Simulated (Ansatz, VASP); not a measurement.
# Os in VASP and in Ansatz

File INCAR:

```
ALGO = Normal ; EDIFF = 1E-6
ENCUT = 520 ; GGA = PE
ISIF = 2 ; ISMEAR = -1
LASPH = T ; LCHARG = F
LREAL = F ; LWAVE = F
NBANDS = 15 ; NELM = 60
PREC = Accurate ; SIGMA = 0.08
```

KPOINTS

```
k-points
0
Gamma
  17 17 10
```

POSCAR

```
Os
1.0
    2.7877233928      0.0000000000      0.0000000000
   -1.3938616964      2.4142392769      0.0000000000
    0.0000000000      0.0000000000      4.4044215090
Os
2
Direct
    0.3333333333      0.6666666667      0.2500000000
    0.6666666667      0.3333333333      0.7500000000
```

Input for Ansatz:

```yaml
crystal:
  lattice:
    - [2.7877233928, 0.0, 0.0]
    - [-1.3938616964, 2.4142392769, 0.0]
    - [0.0, 0.0, 4.404421509]
  atoms:
    - { symbol: Os, position: [0.3333333333, 0.6666666667, 0.25] }
    - { symbol: Os, position: [0.6666666667, 0.3333333333, 0.75] }
kpoints:
  mp_grid: { grid: [17, 17, 10] }
scf:
  occupations: { method: fermi_dirac, width: 0.08 }
hamiltonian:
  xc: pbe
  pseudopotentials: { kind: all_electron, lapw: { basis_error: 0.001 } }
output:
  forces: true
  stress: true
  eigenvalues: true
```

Change from the starting cell: volume scaled by 1.06.

Alike in both runs: task single point; functional PBE; k mesh 17 × 17 × 10; occupations fermi-dirac, width 0.08 eV; no spin polarisation.

|  | VASP | Ansatz |
| --- | --- | --- |
| version | VASP 6.6.1 | Ansatz 0.2.0 |
| potentials or method | VASP PAW PBE potentials, release 64 (Os), cutoff 520 eV | all-electron LAPW, scalar-relativistic |

```csv
,VASP,Ansatz,Ansatz less VASP
pressure (GPa),-13.9,-13.5,+0.40
"traceless stress, the component that is largest in VASP (GPa)",-1.16,-1.09,+0.065
```

Ansatz ran all-electron here, and VASP with PAW potentials.

Spin-orbit coupling is off throughout.
